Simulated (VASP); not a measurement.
# Pt (Fm-3m) in VASP: further runs, part 2 of 2

VASP 6.6.1. The steps go on from the part before.

## Step 4: Single point, PBE, collinear spin, ferromagnetic start

Contents of INCAR:

```
PREC = Accurate ; ENCUT = 520
EDIFF = 1E-6 ; ISMEAR = -1
SIGMA = 0.1 ; LREAL = F
LASPH = T ; NELM = 150
ALGO = Normal ; ISIF = 2
LWAVE = F ; LCHARG = F
ISPIN = 2 ; MAGMOM = 1.2
LORBIT = 11 ; NUPDOWN = 1.2
LMAXMIX = 4 ; GGA = PE
NBANDS = 15
```

Contents of KPOINTS:

```
Automatic mesh
0
Gamma
  14 14 14
```

Contents of POSCAR:

```
Pt
1.0
    0.0000000000      1.9609000000      1.9609000000
    1.9609000000      0.0000000000      1.9609000000
    1.9609000000      1.9609000000      0.0000000000
Pt
1
Direct
    0.0000000000      0.0000000000      0.0000000000
```

Potentials or basis: VASP PAW PBE potentials, release 64 (Pt).

Launch:

```sh
> cat potpaw_PBE.64/Pt/POTCAR > POTCAR
> mpirun -np 1 vasp_std > vasp.out
```

OUTCAR:

```text
PREC = Accurate
   ENCUT = 520
   EDIFF = 1E-6
   ISMEAR = -1
   LREAL = F
   LASPH = T
   NELM = 150
   ISIF = 2
   ISPIN = 2
   LORBIT = 11
   NUPDOWN = 1.2
   GGA = PE

 ion  position               nearest neighbor table
   1  0.000  0.000  0.000-

  LATTYP: Found a face centered cubic cell.
 ALAT       =     3.9218000000

  Lattice vectors:

 A1 = (   0.0000000000,   1.9609000000,   1.9609000000)
 A2 = (   1.9609000000,   0.0000000000,   1.9609000000)
 A3 = (   1.9609000000,   1.9609000000,   0.0000000000)

Analysis of symmetry for initial positions (statically):
=====================================================================
 Subroutine PRICEL returns:
 Original cell was already a primitive cell.

 Routine SETGRP: Setting up the symmetry group for a
 face centered cubic supercell.

 Subroutine GETGRP returns: Found 48 space group operations
 (whereof 48 operations were pure point group operations)
 out of a pool of 48 trial point group operations.

The static configuration has the point symmetry O_h .

Analysis of symmetry for dynamics (positions and initial velocities):
=====================================================================
 Subroutine PRICEL returns:
 Original cell was already a primitive cell.

 Routine SETGRP: Setting up the symmetry group for a
 face centered cubic supercell.

 Subroutine GETGRP returns: Found 48 space group operations
 (whereof 48 operations were pure point group operations)
 out of a pool of 48 trial point group operations.

The dynamic configuration has the point symmetry O_h .

Analysis of structural, dynamic, and magnetic symmetry:
=====================================================================
 Subroutine PRICEL returns:
 Original cell was already a primitive cell.

 Routine SETGRP: Setting up the symmetry group for a
 face centered cubic supercell.

 Subroutine GETGRP returns: Found 48 space group operations
 (whereof 48 operations were pure point group operations)
 out of a pool of 48 trial point group operations.

The overall configuration has the point symmetry O_h .

[... 160 lines left out ...]
      6       9.1874      1.00000
      7      25.7846      0.00000
      8      30.7371      0.00000
      9      30.7371      0.00000
     10      30.7371      0.00000
     11      36.1542      0.00000
     12      42.9786      0.00000
     13      42.9786      0.00000
     14      42.9786      0.00000
[... 403 lines left out ...]
      4       7.9584      1.00000
      5       9.0958      1.00000
      6       9.9383      1.00000
      7      25.3109      0.00000
      8      28.4331      0.00000
      9      29.9843      0.00000
     10      31.3562      0.00000
     11      35.3407      0.00000
     12      36.9481      0.00000
     13      38.3326      0.00000
     14      42.3922      0.00000
     15      43.5439      0.00000

 [... further k-points ...]

 spin component 2

 k-point     1 :       0.0000    0.0000    0.0000
  band No.  band energies     occupation
      1       1.2119      1.00000
      2       7.8170      1.00000
      3       7.8170      1.00000
      4       7.8170      1.00000
      5       9.9294      0.99981
      6       9.9294      0.99981
      7      26.0598      0.00000
      8      31.0202      0.00000
      9      31.0202      0.00000
     10      31.0202      0.00000
     11      36.3278      0.00000
     12      43.5706      0.00000
     13      43.5706      0.00000
     14      43.5707      0.00000
[... 403 lines left out ...]
      4       8.7312      1.00000
      5       9.8449      0.99992
      6      10.7164      0.66424
      7      25.6835      0.00000
      8      28.7665      0.00000
      9      30.3516      0.00000
     10      31.6984      0.00000
     11      35.7422      0.00000
     12      37.3094      0.00000
     13      38.7267      0.00000
     14      42.8231      0.00000
     15      44.7671      0.00000

 [... further k-points ...]

------------------------ aborting loop because EDIFF is reached ----------------------------------------

  FORCE on cell =-STRESS in cart. coord.  units (eV):
  Direction    XX          YY          ZZ          XY          YZ          ZX
  --------------------------------------------------------------------------------------
  -------------------------------------------------------------------------------------
  Total        1.7670671      1.7670671      1.7670671      0.0000000      0.0000000      0.0000000
  in kB      187.7445325    187.7445325    187.7445325      0.0000000      0.0000000      0.0000000
  external PRESSURE =     187.7445325 kB  Pullay stress =       0.0000000 kB

 VOLUME and BASIS-vectors are now :
 -----------------------------------------------------------------------------
  energy-cutoff  :      520.00
  volume of cell :       15.08
      direct lattice vectors                 reciprocal lattice vectors
     0.000000000  1.960900000  1.960900000    -0.254984956  0.254984956  0.254984956
     1.960900000  0.000000000  1.960900000     0.254984956 -0.254984956  0.254984956
     1.960900000  1.960900000  0.000000000     0.254984956  0.254984956 -0.254984956

 POSITION                                       TOTAL-FORCE (eV/Angst)
 -----------------------------------------------------------------------------------
      0.00000      0.00000      0.00000         0.000000     -0.000000      0.000000
 -----------------------------------------------------------------------------------
    total drift:                               -0.000000     -0.000000     -0.000000

  FREE ENERGIE OF THE ION-ELECTRON SYSTEM (eV)
  ---------------------------------------------------
  free  energy   TOTEN  =        -5.5874962485 eV

  energy  without entropy=       -5.5630521388  energy(sigma->0) =       -5.57527419

 total charge

# of ion       s       p       d       tot
------------------------------------------
    1        0.667   0.665   7.954   9.286

 magnetization (x)

# of ion       s       p       d       tot
------------------------------------------
    1        0.035   0.062   1.072   1.169
```

OSZICAR:

```text
N       E                     dE             d eps       ncg     rms          rms(c)
DAV:   1     0.441390111125E+02    0.44139E+02   -0.48059E+03  6280   0.589E+02
DAV:   2    -0.520761233826E+01   -0.49347E+02   -0.46779E+02  8319   0.156E+02
DAV:   3    -0.597649630109E+01   -0.76888E+00   -0.76769E+00  8368   0.176E+01
DAV:   4    -0.597897631678E+01   -0.24800E-02   -0.24798E-02  7523   0.116E+00
DAV:   5    -0.597899127902E+01   -0.14962E-04   -0.14962E-04  8295   0.760E-02    0.156E+01
DAV:   6    -0.564630576800E+01    0.33269E+00   -0.66347E-01  8991   0.541E+00    0.847E+00
DAV:   7    -0.559314926847E+01    0.53156E-01   -0.13122E-01  9033   0.232E+00    0.512E+00
DAV:   8    -0.558951679078E+01    0.36325E-02   -0.55248E-03  8699   0.474E-01    0.175E+00
DAV:   9    -0.558744193973E+01    0.20749E-02   -0.38721E-03  7962   0.418E-01    0.183E-01
DAV:  10    -0.558749212524E+01   -0.50186E-04   -0.20666E-04  8690   0.901E-02    0.325E-02
DAV:  11    -0.558749446684E+01   -0.23416E-05   -0.43113E-06  8101   0.143E-02    0.883E-03
DAV:  12    -0.558749589256E+01   -0.14257E-05   -0.72513E-07  7139   0.559E-03    0.101E-02
DAV:  13    -0.558749624848E+01   -0.35592E-06   -0.20430E-07  5997   0.298E-03
   1 F= -.55874962E+01 E0= -.55752742E+01  d E =-.244441E-01  mag=     1.2000
```

stdout:

```text
POSCAR found type information on POSCAR Pt
 POSCAR found :  1 types and       1 ions
 scaLAPACK will be used
 LDA part: xc-table for (Slater+PW92), standard interpolation
 POSCAR, INCAR and KPOINTS ok, starting setup
 FFT: planning ... GRIDC
 FFT: planning ... GRID_SOFT
 FFT: planning ... GRID
 WAVECAR not read
 entering main loop
```

Run time: 2.2 min. Hardware: 1 thread of AMD EPYC 7R13, shared host; peak memory 0.14 GiB.

What came out:

* Free energy: -5.5875 eV
* Pressure: 18.8 GPa
* Net moment: 1.20 μB per cell
* Site moments: Pt +1.17 μB
* Valence electrons inside the program's atomic spheres: Pt 9.29

Caveat: the total moment is fixed, so each spin has its own Fermi level.

## Step 5: Summary

| spin | fixed moment (μB) | pressure (GPa) | moment (μB) |
| --- | --- | --- | --- |
| off | - | 9.8 | - |
| collinear, ferromagnetic start | 0.05 | 9.8 | 0.05 |
| collinear, ferromagnetic start | 1.2 | 18.8 | 1.20 |

Alike in all rows: task single point; level PBE; potentials or basis VASP PAW PBE potentials, release 64 (Pt); cell as given; k mesh 14 × 14 × 14; cutoff (eV) 520; smearing fermi-dirac 0.1 eV.

Caveats: the total moment is fixed, so each spin has its own Fermi level (some runs).

Absolute energies hang on the potentials; compare differences alone.
